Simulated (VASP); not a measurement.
# Rb2SnF4 (P1) in VASP: single point with PBEsol

Aim: the single point of Rb2SnF4 with PBEsol.

Everything below comes from runs of VASP 6.6.1. Logs are shortened: lines on timing, memory, paths and dates and some standing lists are left out, and cuts for length are marked.

**1. The cell of the first run**

The typed cell holds 7 atoms: a = 6.959 Å, b = 8.300 Å, c = 7.971 Å, α = 149.64°, β = 129.54°, γ = 61.48°.

**2. Single point, PBEsol**

File INCAR:

```
  ALGO = Normal
  EDIFF = 1E-7
  ENCUT = 520
  GGA = PS
  ISIF = 2
  ISMEAR = -1
  LASPH = True
  LCHARG = False
  LREAL = False
  LWAVE = False
  NBANDS = 39
  NELM = 60
  PREC = Accurate
  SIGMA = 0.05
```

File KPOINTS:

```
k-points
0
Gamma
  4 4 4
```

File POSCAR:

```
Rb2SnF4
1.0
   -2.0105864887      2.5923468332      6.1369356754
    2.3601569346     -3.9226217324      6.9238653231
    1.9068621711      3.8077945520     -6.7377184693
Rb Sn F
2 1 4
Direct
    0.5333825059      0.6096786768      0.0948491832
    0.2135094493      0.7923726484      0.5190938722
   -0.0051009368      0.1219179087      0.1421817499
    0.1867274160     -0.0263452389      0.3425810614
    0.6950059009      0.7271702643      0.6201027533
    0.2629432598      0.8935986022      0.9710135456
    0.9012973704      0.1821273520     -0.1388827802
```

Potentials or basis: VASP PAW PBE potentials, release 64 (Rb_sv, Sn_d, F).

Run with:

```console
$ cat potpaw_PBE.64/Rb_sv/POTCAR potpaw_PBE.64/Sn_d/POTCAR potpaw_PBE.64/F/POTCAR > POTCAR
$ mpirun -np 1 vasp_std > vasp.out
```

OUTCAR:

```text
EDIFF = 1E-7
   ENCUT = 520
   GGA = PS
   ISIF = 2
   ISMEAR = -1
   LASPH = True
   LREAL = False
   NELM = 60
   PREC = Accurate

 ion  position               nearest neighbor table
   1  0.533  0.610  0.095-   6 2.74   4 2.77   5 2.78   7 2.84   7 2.93   4 2.96   3 3.65   2 3.71
                             3 3.94   3 3.97   3 4.01   2 4.02   2 4.44   2 4.91   2 5.59   2 5.72
   2  0.214  0.792  0.519-   6 2.70   4 2.71   5 2.78   7 2.84   7 2.87   1 3.71   3 3.97   1 4.02
                             3 4.08   3 4.25   1 4.44   1 4.91   1 5.59   1 5.72
   3  0.995  0.122  0.142-   6 2.08   5 2.09   4 2.23   7 2.34   1 3.65   1 3.94   2 3.97   1 3.97
                             1 4.01   2 4.08   2 4.25
   4  0.187  0.974  0.343-   3 2.23   2 2.71   1 2.77   1 2.96
   5  0.695  0.727  0.620-   3 2.09   1 2.78   2 2.78
   6  0.263  0.894  0.971-   3 2.08   2 2.70   1 2.74
   7  0.901  0.182  0.861-   3 2.34   2 2.84   1 2.84   2 2.87   1 2.93

  LATTYP: Found a triclinic cell.
 ALAT       =     4.2726207392
 B/A-ratio  =     2.5586532434
 C/A-ratio  =     2.8941661216
 COS(alpha) =     0.0229736137
 COS(beta)  =     0.5202485529
 COS(gamma) =     0.8092648661

  Lattice vectors:

 A1 = (  -4.2670191057,   0.1148271804,  -0.1861468538)
 A2 = (  -8.6377625290,   6.6297957460,  -0.9730765015)
 A3 = (  -6.4197274051,  -8.7628338576,  -5.9084465891)

Analysis of symmetry for initial positions (statically):
=====================================================================
 Subroutine PRICEL returns:
 Original cell was already a primitive cell.

 Routine SETGRP: Setting up the symmetry group for a
 triclinic supercell.

 Subroutine GETGRP returns: Found  1 space group operations
 (whereof  1 operations were pure point group operations)
 out of a pool of  2 trial point group operations.

The static configuration has the point symmetry C_1 .

Analysis of symmetry for dynamics (positions and initial velocities):
=====================================================================
 Subroutine PRICEL returns:
 Original cell was already a primitive cell.

 Routine SETGRP: Setting up the symmetry group for a
 triclinic supercell.

 Subroutine GETGRP returns: Found  1 space group operations
 (whereof  1 operations were pure point group operations)
 out of a pool of  2 trial point group operations.

The dynamic configuration has the point symmetry C_1 .

 Subroutine INISYM returns: Found  1 space group operations
 (whereof  1 operations are pure point group operations),
 and found     1 'primitive' translations

----------------------------------------------------------------------------------------

                                     Primitive cell

  volume of cell :     176.3759

  direct lattice vectors                    reciprocal lattice vectors
    -2.010586489  2.592346833  6.136935675     0.000367761  0.165016466  0.093362475
     2.360156935 -3.922621732  6.923865323     0.231520805  0.010457637  0.071433498
     1.906862171  3.807794552 -6.737718469     0.238252134  0.161048983  0.010026454

  length of vectors
     6.958785786  8.300434508  7.970713447     0.189597260  0.242515958  0.287752296

  position of ions in fractional coordinates (direct lattice)
     0.533382506  0.609678677  0.094849183
     0.213509449  0.792372648  0.519093872
     0.994899063  0.121917909  0.142181750
     0.186727416  0.973654761  0.342581061
     0.695005901  0.727170264  0.620102753
     0.262943260  0.893598602  0.971013546
     0.901297370  0.182127352  0.861117220

  ion indices of the primitive-cell ions
   primitive index   ion index
                 1           1
                 2           2
                 3           3
                 4           4
                 5           5
                 6           6
                 7           7

----------------------------------------------------------------------------------------

 KPOINTS: k-points

Automatic generation of k-mesh.
 Grid dimensions read from file:
 generate k-points for:    4    4    4

 Generating k-lattice:

  Cartesian coordinates                     Fractional coordinates (reciprocal lattice)
     0.000091940  0.041254117  0.023340619     0.250000000  0.000000000  0.000000000
     0.057880201  0.002614409  0.017858374     0.000000000  0.250000000 -0.000000000
     0.059563034  0.040262246  0.002506613    -0.000000000  0.000000000  0.250000000

  Length of vectors
     0.047399315  0.060628990  0.071938074

  Shift w.r.t. Gamma in fractional coordinates (k-lattice)
     0.000000000  0.000000000  0.000000000

 Subroutine IBZKPT returns following result:
 ===========================================

 Found     36 irreducible k-points:

 Following reciprocal coordinates:
            Coordinates               Weight
  0.000000  0.000000  0.000000      1.000000
  0.250000  0.000000 -0.000000      2.000000
  0.500000  0.000000 -0.000000      1.000000
  0.000000  0.250000 -0.000000      2.000000
  0.250000  0.250000 -0.000000      2.000000
  0.500000  0.250000 -0.000000      2.000000
[... 16 lines left out ...]
 -0.000000 -0.250000  0.250000      2.000000
  0.250000 -0.250000  0.250000      2.000000
 [... further k-points ...]
   k-points           NKPTS =     36   k-points in BZ     NKDIM =     36   number of bands    NBANDS=     39
   number of dos      NEDOS =    301   number of ions     NIONS =      7
   total plane-waves  NPLWV = 207360
   dimension x,y,z NGX =    54 NGY =   64 NGZ =   60
   dimension x,y,z NGXF=   108 NGYF=  128 NGZF=  120
   ions per type =               2   1   4
   NGX,Y,Z   is equivalent  to a cutoff of  12.90, 12.82, 12.51 a.u.
   NGXF,Y,Z  is equivalent  to a cutoff of  25.80, 25.64, 25.03 a.u.
 SYSTEM =  unknown system
   PREC   = accura    normal or accurate (medium, high low for compatibility)
   ISTART =      0    job   : 0-new  1-cont  2-samecut
   ICHARG =      2    charge: 1-file 2-atom 10-const
   ISPIN  =      1    spin polarized calculation?
   LNONCOLLINEAR =      F non collinear calculations
   LSORBIT =      F    spin-orbit coupling
   LASPH  =      T    aspherical Exc in radial PAW
   ENCUT  =  520.0 eV  38.22 Ry    6.18 a.u.  12.94 15.43 14.82*2*pi/ulx,y,z
   NELM   =     60;   NELMIN=  2; NELMDL= -5     # of ELM steps
   EDIFF  = 0.1E-06   stopping-criterion for ELM
   LREAL  =      F    real-space projection
   EDIFFG = 0.1E-05   stopping-criterion for IOM
   NSW    =      0    number of steps for IOM
   IBRION =     -1    ionic relax: 0-MD 1-quasi-New 2-CG
   NFREE  =      0    steps in history (QN), initial steepest desc. (CG)
   ISIF   =      2    stress and relaxation
   ISYM   =      2    0-nonsym 1-usesym 2-fastsym
   POTIM  = 0.5000    time-step for ionic-motion
   TEBEG  =    0.0;   TEEND  =   0.0 temperature during run
   PSTRESS=    0.0 pullay stress
   NELECT =      60.0000    total number of electrons
   NUPDOWN=      -1.0000    fix difference up-down
   EMIN   =  10.00;   EMAX   =-10.00  energy-range for DOS
   EFERMI =   0.00;   METHOD = LEGACY
   ISMEAR =    -1;   SIGMA  =   0.05  broadening in eV -4-tet -1-fermi 0-gaus
   EFERMI_NEDOS =   21; number of points for ismear=-14 and -15
   IALGO  =     38    algorithm
   IMIX   =      4    mixing-type and parameters
     AMIX     =   0.40;   BMIX     =  1.00
     AMIX_MAG =   1.60;   BMIX_MAG =  1.00
  volume/ion in A,a.u.               =      25.20       170.03
  Fermi-wavevector in a.u.,A,eV,Ry     =   1.142823  2.159622 17.769801  1.306044
  Thomas-Fermi vector in A             =   2.279519
   LORBIT       =      0    0 simple, 1 ext, 2 COOP (PROOUT), +10 PAW based schemes
   GGA     = PS    functional components
   LHFCALC =     F    Hartree Fock is set to
   AEXX    =    0.0000 exact exchange contribution
   IVDW    =     0    specifies the selected vdW correction
   LEPSILON=     F    determine dielectric tensor
   LRPA    =     F    only Hartree local field effects (RPA)
 non-spin polarized calculation
  energy-cutoff  :      520.00
  volume of cell :      176.38
 maximum number of plane-waves:      4769
 NGX is ok and might be reduce to    54
   NGX = 25   NGY = 31   NGZ = 29

 number of electron      60.0000000 magnetization

 Free energy of the ion-electron system (eV)
  ---------------------------------------------------
  ext. energy  EPLUGINS =         0.00000000
  ---------------------------------------------------
  free energy    TOTEN  =       -31.56831260 eV

  energy without entropy =      -31.56831260  energy(sigma->0) =      -31.56831260

 E-fermi :   0.7875     XC(G=0):  -7.5362

 val. band max:       -0.4388985292   @ k =   0.5000   0.0000   0.5000
 cond. band min:       2.9404660299   @ k =   0.5000   0.5000   0.5000
 fundamental gap:      3.3793645591
 Fermi energy:         0.7874730716

 k-point     1 :       0.0000    0.0000    0.0000
  band No.  band energies     occupation
      1     -25.7143      2.00000
      2     -25.5359      2.00000
      3     -22.6592      2.00000
      4     -22.5706      2.00000
      5     -21.8650      2.00000
      6     -21.6303      2.00000
[... 31 lines left out ...]
     38       7.8722      0.00000
     39       8.2306      0.00000

 k-point     2 :       0.2500    0.0000   -0.0000
  band No.  band energies     occupation
      1     -25.7094      2.00000
      2     -25.5406      2.00000
      3     -22.6509      2.00000
      4     -22.5807      2.00000
      5     -21.8713      2.00000
      6     -21.6242      2.00000
[... 31 lines left out ...]
     38       7.9765      0.00000
     39       8.4449      0.00000

 k-point     3 :       0.5000    0.0000   -0.0000
  band No.  band energies     occupation
      1     -25.7042      2.00000
      2     -25.5455      2.00000
      3     -22.6381      2.00000
      4     -22.5951      2.00000
      5     -21.8773      2.00000
      6     -21.6180      2.00000
[... 832 lines left out ...]
 k-point    23 :      -0.0000   -0.2500    0.2500
  band No.  band energies     occupation
      1     -25.7123      2.00000
      2     -25.5374      2.00000
      3     -22.6544      2.00000
      4     -22.5772      2.00000
      5     -21.8767      2.00000
      6     -21.6175      2.00000
[... 31 lines left out ...]
     38       7.6343      0.00000
     39       8.1512      0.00000

 k-point    24 :       0.2500   -0.2500    0.2500
  band No.  band energies     occupation
      1     -25.7073      2.00000
      2     -25.5421      2.00000
      3     -22.6437      2.00000
      4     -22.5896      2.00000
      5     -21.8823      2.00000
      6     -21.6119      2.00000
[... 31 lines left out ...]
     38       7.7044      0.00000
     39       8.2288      0.00000

 [... further k-points ...]
[... 5 lines left out ...]
  --------------------------------------------------------------------------------------
  -------------------------------------------------------------------------------------
  Total        0.0020724      0.0829947      0.0202870     -0.0151891     -0.0041411     -0.0253095
  in kB        0.0188254      0.7539137      0.1842846     -0.1379760     -0.0376174     -0.2299083
  external PRESSURE =       0.3190079 kB  Pullay stress =       0.0000000 kB

 VOLUME and BASIS-vectors are now :
 -----------------------------------------------------------------------------
  energy-cutoff  :      520.00
  volume of cell :      176.38
      direct lattice vectors                 reciprocal lattice vectors
    -2.010586489  2.592346833  6.136935675     0.000367761  0.165016466  0.093362475
     2.360156935 -3.922621732  6.923865323     0.231520805  0.010457637  0.071433498
     1.906862171  3.807794552 -6.737718469     0.238252134  0.161048983  0.010026454

 POSITION                                       TOTAL-FORCE (eV/Angst)
 -----------------------------------------------------------------------------------
      0.54739     -0.64766      6.85560        -0.008813      0.001963      0.001813
      2.43069     -0.57808      3.29907        -0.001707     -0.000244      0.005524
     -1.44146      2.64228      5.99179         0.121787     -0.006204     -0.006601
      2.57580     -2.03074      5.57917        -0.005024      0.019401     -0.016294
      1.50132      1.31051      5.12196        -0.055590     -0.037331     -0.036404
      3.43195      0.87381      1.25841        -0.050260      0.032612      0.039783
      0.25974      4.90102      0.99026        -0.000393     -0.010197      0.012180
 -----------------------------------------------------------------------------------
    total drift:                                0.000017     -0.000065      0.000330

  FREE ENERGIE OF THE ION-ELECTRON SYSTEM (eV)
  ---------------------------------------------------
  free  energy   TOTEN  =       -31.5683125960 eV

  energy  without entropy=      -31.5683125960  energy(sigma->0) =      -31.56831260
```

Run time: 7.9 min. Hardware: 1 thread of Intel Xeon 6975P-C (Granite Rapids), shared host; peak memory 0.59 GiB.

Results:

```yaml
Free_energy: -31.5683 eV
Pressure: 0.0 GPa
Largest_force: 0.122 eV/Å
Band_gap_on_the_k_mesh: 3.38 eV (least direct gap 4.00 eV)
```

Forces on the atoms (eV/Å):
```
Rb  -0.009  0.002  0.002
Rb  -0.002  0.000  0.006
Sn   0.122 -0.006 -0.007
F   -0.005  0.019 -0.016
F   -0.056 -0.037 -0.036
F   -0.050  0.033  0.040
F    0.000 -0.010  0.012
```

Caveat: the PAW data sets were made with another functional, which shifts forces and pressure a little; spin-orbit coupling is left out, which moves the levels of the heavy elements. A k mesh can miss the band edges.
